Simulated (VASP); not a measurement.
# Y (P6_3/mmc) in VASP: notebook

The runs below take Y through single point, with PBEsol.

Everything below comes from runs of VASP 6.6.1. Logs are shortened: lines on timing, memory, paths and dates and some standing lists are left out, and cuts for length are marked.

### Step 1. The cell of the first run

Symmetry: P6_3/mmc, No. 194, hexagonal system. The conventional cell has a = 3.618 Å, b = 3.618 Å, c = 11.765 Å, α = 90.00°, β = 90.00°, γ = 120.00°. Within 4.7 Å of Y (site symmetry -6m2) lie 12 Y at 3.61 to 3.62 Å. Y (site symmetry -3m) has 12 Y at 3.61 to 3.62 Å within 4.7 Å.

### Step 2. Single point, PBEsol (33.34 Å³/atom)

Contents of INCAR:

```
SYSTEM = Y
  ALGO = Normal
  EDIFF = 1E-6
  ENCUT = 520
  GGA = PS
  ISIF = 2
  ISMEAR = -1
  LASPH = .TRUE.
  LCHARG = .FALSE.
  LREAL = .FALSE.
  LWAVE = .FALSE.
  NBANDS = 30
  NELM = 60
  PREC = Accurate
  SIGMA = 0.05
```

Contents of KPOINTS:

```
k-points
0
G
  8 8 3
  0 0 0
```

Contents of POSCAR:

```
Y
1.0
    3.6180967986      0.0000000000      0.0000000000
   -1.8090483993      3.1333637409      0.0000000000
    0.0000000000      0.0000000000     11.7646371471
Y
4
Direct
    0.6666666667      0.3333333333      0.7500000000
    0.0000000000      0.0000000000      0.5000000000
    0.3333333333      0.6666666667      0.2500000000
    0.0000000000      0.0000000000      0.0000000000
```

Potentials or basis: VASP PAW PBE potentials, release 64 (Y_sv).

On the command line:

```
cat potpaw_PBE.64/Y_sv/POTCAR > POTCAR
mpirun -np 1 vasp_std > vasp.out
```

OUTCAR:

```text
SYSTEM = Y
   EDIFF = 1E-6
   ENCUT = 520
   GGA = PS
   ISIF = 2
   ISMEAR = -1
   LASPH = .TRUE.
   LREAL = .FALSE.
   NELM = 60
   PREC = Accurate

 ion  position               nearest neighbor table
   1  0.667  0.333  0.750-   2 3.61   4 3.61   2 3.61   4 3.61   2 3.61   4 3.61
   2  0.000  0.000  0.500-   1 3.61   3 3.61   3 3.61   1 3.61   1 3.61   3 3.61
   3  0.333  0.667  0.250-   2 3.61   4 3.61   2 3.61   4 3.61   2 3.61   4 3.61
   4  0.000  0.000  0.000-   1 3.61   3 3.61   3 3.61   1 3.61   1 3.61   3 3.61

  LATTYP: Found a hexagonal cell.
 ALAT       =     3.6180967986
 C/A-ratio  =     3.2516092858

  Lattice vectors:

 A1 = (   3.6180967986,   0.0000000000,   0.0000000000)
 A2 = (  -1.8090483993,   3.1333637409,   0.0000000000)
 A3 = (   0.0000000000,   0.0000000000,  11.7646371471)

Analysis of symmetry for initial positions (statically):
=====================================================================
 Subroutine PRICEL returns:
 Original cell was already a primitive cell.

 Routine SETGRP: Setting up the symmetry group for a
 hexagonal supercell.

 Subroutine GETGRP returns: Found 24 space group operations
 (whereof 12 operations were pure point group operations)
 out of a pool of 24 trial point group operations.

The static configuration has the point symmetry D_3d.
 The point group associated with its full space group is D_6h.

Analysis of symmetry for dynamics (positions and initial velocities):
=====================================================================
 Subroutine PRICEL returns:
 Original cell was already a primitive cell.

 Routine SETGRP: Setting up the symmetry group for a
 hexagonal supercell.

 Subroutine GETGRP returns: Found 24 space group operations
 (whereof 12 operations were pure point group operations)
 out of a pool of 24 trial point group operations.

The dynamic configuration has the point symmetry D_3d.
 The point group associated with its full space group is D_6h.

 Subroutine INISYM returns: Found 24 space group operations
 (whereof 12 operations are pure point group operations),
 and found     1 'primitive' translations

----------------------------------------------------------------------------------------

                                     Primitive cell

[... 85 lines left out ...]
   LSORBIT =      F    spin-orbit coupling
   LASPH  =      T    aspherical Exc in radial PAW
   ENCUT  =  520.0 eV  38.22 Ry    6.18 a.u.   6.73  6.73 21.87*2*pi/ulx,y,z
   NELM   =     60;   NELMIN=  2; NELMDL= -5     # of ELM steps
   EDIFF  = 0.1E-05   stopping-criterion for ELM
   LREAL  =      F    real-space projection
   EDIFFG = 0.1E-04   stopping-criterion for IOM
   NSW    =      0    number of steps for IOM
   IBRION =     -1    ionic relax: 0-MD 1-quasi-New 2-CG
   NFREE  =      0    steps in history (QN), initial steepest desc. (CG)
   ISIF   =      2    stress and relaxation
   ISYM   =      2    0-nonsym 1-usesym 2-fastsym
   POTIM  = 0.5000    time-step for ionic-motion
   TEBEG  =    0.0;   TEEND  =   0.0 temperature during run
   PSTRESS=    0.0 pullay stress
   NELECT =      44.0000    total number of electrons
   NUPDOWN=      -1.0000    fix difference up-down
   EMIN   =  10.00;   EMAX   =-10.00  energy-range for DOS
   EFERMI =   0.00;   METHOD = LEGACY
   ISMEAR =    -1;   SIGMA  =   0.05  broadening in eV -4-tet -1-fermi 0-gaus
   EFERMI_NEDOS =   21; number of points for ismear=-14 and -15
   IALGO  =     38    algorithm
   IMIX   =      4    mixing-type and parameters
     AMIX     =   0.40;   BMIX     =  1.00
     AMIX_MAG =   1.60;   BMIX_MAG =  1.00
  volume/ion in A,a.u.               =      33.34       225.01
  Fermi-wavevector in a.u.,A,eV,Ry     =   1.131191  2.137641 17.409916  1.279593
  Thomas-Fermi vector in A             =   2.267889
   LORBIT       =      0    0 simple, 1 ext, 2 COOP (PROOUT), +10 PAW based schemes
   GGA     = PS    functional components
   LHFCALC =     F    Hartree Fock is set to
   AEXX    =    0.0000 exact exchange contribution
   IVDW    =     0    specifies the selected vdW correction
   LEPSILON=     F    determine dielectric tensor
   LRPA    =     F    only Hartree local field effects (RPA)
 non-spin polarized calculation
  energy-cutoff  :      520.00
  volume of cell :      133.37
 maximum number of plane-waves:      3614
 NGX is ok and might be reduce to    28
   NGX = 13   NGY = 13   NGZ = 43

 number of electron      43.9999999 magnetization

 Free energy of the ion-electron system (eV)
  ---------------------------------------------------
  ext. energy  EPLUGINS =         0.00000000
  ---------------------------------------------------
  free energy    TOTEN  =       -27.19308577 eV

  energy without entropy =      -27.13447274  energy(sigma->0) =      -27.16377926

 E-fermi :   2.8454     XC(G=0):  -9.4735

 val. band max:        2.8399337617   @ k =   0.3750   0.1250   0.3333
 cond. band min:       2.8489184845   @ k =   0.2500   0.2500   0.3333
 fundamental gap:      0.0089847229
 Fermi energy:         2.8454236762

 k-point     1 :       0.0000    0.0000    0.0000
  band No.  band energies     occupation
      1     -39.8012      2.00000
      2     -39.7777      2.00000
      3     -39.7631      2.00000
      4     -39.7393      2.00000
      5     -20.0587      2.00000
      6     -19.8137      2.00000
[... 649 lines left out ...]
     29       5.0877      0.00000
     30       5.2486      0.00000

------------------------ aborting loop because EDIFF is reached ----------------------------------------

  FORCE on cell =-STRESS in cart. coord.  units (eV):
  Direction    XX          YY          ZZ          XY          YZ          ZX
  --------------------------------------------------------------------------------------
  -------------------------------------------------------------------------------------
  Total       -2.3273520     -2.3273520     -2.7688257      0.0000000     -0.0000000     -0.0000000
  in kB      -27.9578085    -27.9578085    -33.2611051      0.0000000     -0.0000000     -0.0000000
  external PRESSURE =     -29.7255740 kB  Pullay stress =       0.0000000 kB

 VOLUME and BASIS-vectors are now :
 -----------------------------------------------------------------------------
  energy-cutoff  :      520.00
  volume of cell :      133.37
      direct lattice vectors                 reciprocal lattice vectors
     3.618096799  0.000000000  0.000000000     0.276388404  0.159572920  0.000000000
    -1.809048399  3.133363741  0.000000000     0.000000000  0.319145839  0.000000000
     0.000000000  0.000000000 11.764637147     0.000000000  0.000000000  0.085000497

 POSITION                                       TOTAL-FORCE (eV/Angst)
 -----------------------------------------------------------------------------------
      1.80905      1.04445      8.82348        -0.000000      0.000000      0.000000
      0.00000      0.00000      5.88232         0.000000      0.000000      0.000000
     -0.00000      2.08891      2.94116         0.000000      0.000000     -0.000000
      0.00000      0.00000      0.00000         0.000000      0.000000      0.000000
 -----------------------------------------------------------------------------------
    total drift:                                0.000000     -0.000000      0.000000

  FREE ENERGIE OF THE ION-ELECTRON SYSTEM (eV)
  ---------------------------------------------------
  free  energy   TOTEN  =       -27.1930857730 eV

  energy  without entropy=      -27.1344727439  energy(sigma->0) =      -27.16377926
```

OSZICAR:

```text
N       E                     dE             d eps       ncg     rms          rms(c)
DAV:   1     0.221619708792E+03    0.22162E+03   -0.22095E+04  1200   0.141E+03
DAV:   2    -0.658024275133E+01   -0.22820E+03   -0.22232E+03  1390   0.332E+02
DAV:   3    -0.268977773425E+02   -0.20318E+02   -0.19708E+02  2000   0.545E+01
DAV:   4    -0.281182609322E+02   -0.12205E+01   -0.12158E+01  1736   0.137E+01
DAV:   5    -0.281576387585E+02   -0.39378E-01   -0.39369E-01  1716   0.228E+00    0.447E+01
DAV:   6    -0.273665435153E+02    0.79110E+00   -0.98889E-01  1224   0.491E+00    0.276E+01
DAV:   7    -0.272183490155E+02    0.14819E+00   -0.18511E+00  1398   0.616E+00    0.241E+00
DAV:   8    -0.271943697756E+02    0.23979E-01   -0.35626E-01  1454   0.266E+00    0.127E+00
DAV:   9    -0.271932600488E+02    0.11097E-02   -0.94791E-03  1700   0.541E-01    0.491E-01
DAV:  10    -0.271931021092E+02    0.15794E-03   -0.36377E-03  1522   0.388E-01    0.528E-01
DAV:  11    -0.271930982981E+02    0.38111E-05   -0.81525E-04  1524   0.185E-01    0.129E-01
DAV:  12    -0.271930865502E+02    0.11748E-04   -0.82940E-05  1588   0.592E-02    0.485E-02
DAV:  13    -0.271930860499E+02    0.50027E-06   -0.12467E-05  1550   0.205E-02    0.726E-02
DAV:  14    -0.271930853934E+02    0.65655E-06   -0.11255E-05  1242   0.254E-02    0.386E-03
DAV:  15    -0.271930857730E+02   -0.37963E-06   -0.99024E-07   840   0.552E-03
   1 F= -.27193086E+02 E0= -.27163779E+02  d E =-.586130E-01
```

stdout:

```text
POSCAR found type information on POSCAR Y
 POSCAR found :  1 types and       4 ions
 scaLAPACK will be used
 -----------------------------------------------------------------------------
|                                                                             |
|                                                                             |
|     You enforced a specific xc type in the INCAR file but a different       |
|     I HOPE YOU KNOW WHAT YOU ARE DOING!                                     |
|                                                                             |
 -----------------------------------------------------------------------------

 LDA part: xc-table for (Slater+PW92), standard interpolation
 POSCAR, INCAR and KPOINTS ok, starting setup
 FFT: planning ... GRIDC
 FFT: planning ... GRID_SOFT
 FFT: planning ... GRID
 WAVECAR not read
 entering main loop
```

Wall time 58 s (1 thread of AMD EPYC 9R45 (Zen 5), shared host); peak memory 0.24 GiB.

Results:

- Free energy: -27.1931 eV
- Pressure: -3.0 GPa
- Band gap on the k mesh: zero (bands 22 and 23 overlap by 1.03 eV)

Caveat: the PAW data sets were made with another functional, which shifts forces and pressure a little.

### Step 3. Single point, PBEsol

This run uses another cell than the first one, of 34.02 Å³/atom.

Contents of INCAR:

```
PREC = Accurate
ENCUT = 520
EDIFF = 1E-7
ISMEAR = -1
SIGMA = 0.05
LREAL = False
LASPH = True
NELM = 80
ALGO = Fast
ISIF = 2
LWAVE = False
LCHARG = True
GGA = PS
LELF = True
LVHAR = True
NBANDS = 30
```

Contents of KPOINTS:

```
Automatic mesh
0
Gamma
  8 8 3
```

Contents of POSCAR:

```
Y
1.0
    3.6425441402      0.0000000000      0.0000000000
   -1.8212720701      3.1545357598      0.0000000000
    0.0000000000      0.0000000000     11.8441303500
Y
4
Direct
    0.6666666667      0.3333333333      0.7500000000
    0.0000000000      0.0000000000      0.5000000000
    0.3333333333      0.6666666667      0.2500000000
    0.0000000000      0.0000000000      0.0000000000
```

Potentials or basis: VASP PAW PBE potentials, release 64 (Y_sv).

On the command line:

```
cat potpaw_PBE.64/Y_sv/POTCAR > POTCAR
mpirun -np 1 vasp_std > vasp.out
```

OUTCAR:

```text
PREC = Accurate
   ENCUT = 520
   EDIFF = 1E-7
   ISMEAR = -1
   LREAL = False
   LASPH = True
   NELM = 80
   ISIF = 2
   GGA = PS

 ion  position               nearest neighbor table
   1  0.667  0.333  0.750-   2 3.63   4 3.63   2 3.63   4 3.63   2 3.63   4 3.63
   2  0.000  0.000  0.500-   1 3.63   3 3.63   3 3.63   1 3.63   1 3.63   3 3.63
   3  0.333  0.667  0.250-   2 3.63   4 3.63   2 3.63   4 3.63   2 3.63   4 3.63
   4  0.000  0.000  0.000-   1 3.63   3 3.63   3 3.63   1 3.63   1 3.63   3 3.63

  LATTYP: Found a hexagonal cell.
[... 856 lines left out ...]
  --------------------------------------------------------------------------------------
  -------------------------------------------------------------------------------------
  Total       -2.8946646     -2.8946646     -3.3605108     -0.0000000      0.0000000      0.0000000
  in kB      -34.0773160    -34.0773160    -39.5614702     -0.0000000      0.0000000      0.0000000
  external PRESSURE =     -35.9053674 kB  Pullay stress =       0.0000000 kB

 VOLUME and BASIS-vectors are now :
 -----------------------------------------------------------------------------
  energy-cutoff  :      520.00
  volume of cell :      136.10
      direct lattice vectors                 reciprocal lattice vectors
     3.642544140  0.000000000  0.000000000     0.274533392  0.158501928  0.000000000
    -1.821272070  3.154535760  0.000000000     0.000000000  0.317003856  0.000000000
     0.000000000  0.000000000 11.844130350     0.000000000  0.000000000  0.084430006

 POSITION                                       TOTAL-FORCE (eV/Angst)
 -----------------------------------------------------------------------------------
      1.82127      1.05151      8.88310        -0.000000      0.000000      0.000000
      0.00000      0.00000      5.92207        -0.000000      0.000000     -0.000000
     -0.00000      2.10302      2.96103         0.000000     -0.000000      0.000000
      0.00000      0.00000      0.00000         0.000000      0.000000     -0.000000
 -----------------------------------------------------------------------------------
    total drift:                                0.000000     -0.000000      0.000000

  FREE ENERGIE OF THE ION-ELECTRON SYSTEM (eV)
  ---------------------------------------------------
  free  energy   TOTEN  =       -27.1374431710 eV

  energy  without entropy=      -27.0769615581  energy(sigma->0) =      -27.10720236
```

OSZICAR:

```text
N       E                     dE             d eps       ncg     rms          rms(c)
DAV:   1     0.217245370924E+03    0.21725E+03   -0.21861E+04  1200   0.140E+03
DAV:   2    -0.641535178764E+01   -0.22366E+03   -0.21729E+03  1406   0.329E+02
DAV:   3    -0.268396494402E+02   -0.20424E+02   -0.19852E+02  1986   0.541E+01
[... 16 lines left out ...]
RMM:  20    -0.271374408885E+02   -0.10281E-05   -0.10978E-05  1865   0.719E-03    0.211E-02
RMM:  21    -0.271374418709E+02   -0.98243E-06   -0.62854E-06  1691   0.558E-03    0.900E-03
RMM:  22    -0.271374427167E+02   -0.84585E-06   -0.37052E-06  1532   0.468E-03    0.329E-03
RMM:  23    -0.271374429787E+02   -0.26191E-06   -0.20277E-06  1116   0.270E-03    0.218E-03
RMM:  24    -0.271374430845E+02   -0.10589E-06   -0.13976E-06  1032   0.204E-03    0.120E-03
RMM:  25    -0.271374431710E+02   -0.86437E-07   -0.83034E-07   980   0.163E-03
   1 F= -.27137443E+02 E0= -.27107202E+02  d E =-.604816E-01
```

Wall time 1.9 min (1 thread of AMD EPYC 9R45 (Zen 5), shared host); peak memory 0.25 GiB.

Results:

| Item | Value |
| --- | --- |
| Free energy | -27.1374 eV |
| Pressure | -3.6 GPa |
| Band gap on the k mesh | zero (bands 22 and 23 overlap by 1.02 eV) |

Levels at points of the mesh, in eV from the Fermi level:
| k point | band 18 | band 19 | band 20 | band 21 | band 22 | band 23 | band 24 | band 25 | band 26 | band 27 |
| --- | --- | --- | --- | --- | --- | --- | --- | --- | --- | --- |
| (0.00, 0.00, 0.00) | -3.35 | -3.35 | -1.92 | 0.56 | 0.73 | 0.78 | 1.60 | 1.60 | 1.66 | 1.66 |
| (0.50, 0.00, 0.00) | -1.71 | -1.26 | -1.20 | -0.51 | -0.44 | -0.29 | 0.35 | 0.75 | 1.27 | 1.57 |

Caveat: the cell stands under tension; the PAW data sets were made with another functional, which shifts forces and pressure a little.

### Step 4. Single point, PBEsol (34.02 Å³/atom)

This run uses another cell than the first one, of 34.02 Å³/atom.

Contents of INCAR:

```
SYSTEM = Y
  ALGO = Normal
  EDIFF = 1E-7
  ENCUT = 520
  GGA = PS
  ISIF = 2
  ISMEAR = -1
  LASPH = .True.
  LCHARG = .True.
  LELF = .True.
  LREAL = .False.
  LVHAR = .True.
  LWAVE = .False.
  NBANDS = 30
  NELM = 100
  PREC = Accurate
  SIGMA = 0.05
```

Contents of KPOINTS:

```
k-points
0
Gamma
  8 8 3
  0 0 0
```

POSCAR is that of step 3.

On the command line:

```
cat potpaw_PBE.64/Y_sv/POTCAR > POTCAR
mpirun -np 1 vasp_std > vasp.out
```

Run time: 72 s. Hardware: 1 thread of AMD EPYC 9R45 (Zen 5), shared host; peak memory 0.24 GiB.

Results (log left out):

- Free energy: -27.1374 eV
- Pressure: -3.6 GPa
- Band gap on the k mesh: zero (bands 22 and 23 overlap by 1.02 eV)

Stress tensor (GPa, compression positive):
```
-3.41  0.00  0.00
 0.00 -3.41  0.00
 0.00  0.00 -3.96
```

Levels at points of the mesh, in eV from the Fermi level:
```tsv
k point	band 20	band 21	band 22	band 23	band 24	band 25
(0.00, 0.00, 0.00)	-1.92	0.56	0.73	0.78	1.60	1.60
(0.50, 0.00, 0.00)	-1.20	-0.51	-0.44	-0.29	0.35	0.75
```

Caveat: the cell stands under tension; the PAW data sets were made with another functional, which shifts forces and pressure a little.

(Part 1 of 2 ends here.)
